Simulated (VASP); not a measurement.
Write the native input for VASP 6.6.1 that does the following.

```yaml
Task: single point
Functional: PBE
Potentials_or_basis: VASP PAW PBE potentials, release 64 (Ga_d, N)
Cutoff: 520 eV
k_mesh: 10 × 10 × 10
Occupations: fermi-dirac, width 0.05 eV
Spin: no spin polarisation
Dipole_correction: no
Further_INCAR_settings: ALGO = Normal; EDIFF = 1e-07; NBANDS = 16
```

The structure of GaN lies in POSCAR:

```
GaN
1.0
    0.0000000000      2.2074978911      2.2074978911
    2.2074978911      0.0000000000      2.2074978911
    2.2074978911      2.2074978911      0.0000000000
Ga N
1 1
Direct
    0.0000000000      0.0000000000      0.0000000000
    0.2500000000      0.2500000000      0.2500000000
```

This cell differs from its parent crystal: volume scaled by 0.94.

One way to write it, as run:

INCAR

```
PREC = Accurate
ENCUT = 520
EDIFF = 1E-7
ISMEAR = -1
SIGMA = 0.05
LREAL = False
LASPH = True
NELM = 80
ALGO = Normal
ISIF = 2
LWAVE = False
LCHARG = False
GGA = PE
NBANDS = 16
```

KPOINTS

```
regular mesh
0
Gamma
  10 10 10
```

Potentials or basis: VASP PAW PBE potentials, release 64 (Ga_d, N).

Launch:

```bash
$ cat potpaw_PBE.64/Ga_d/POTCAR potpaw_PBE.64/N/POTCAR > POTCAR
$ mpirun -np 1 vasp_std > vasp.out
```

Results of the run:

```
Pressure               : 18.6 GPa
Band gap on the k mesh : 2.12 eV, direct
```

Wall time 9.6 s on 1 thread of AMD EPYC 9R45 96-Core Processor (Zen 5), on a shared host, peak memory 0.11 GiB.
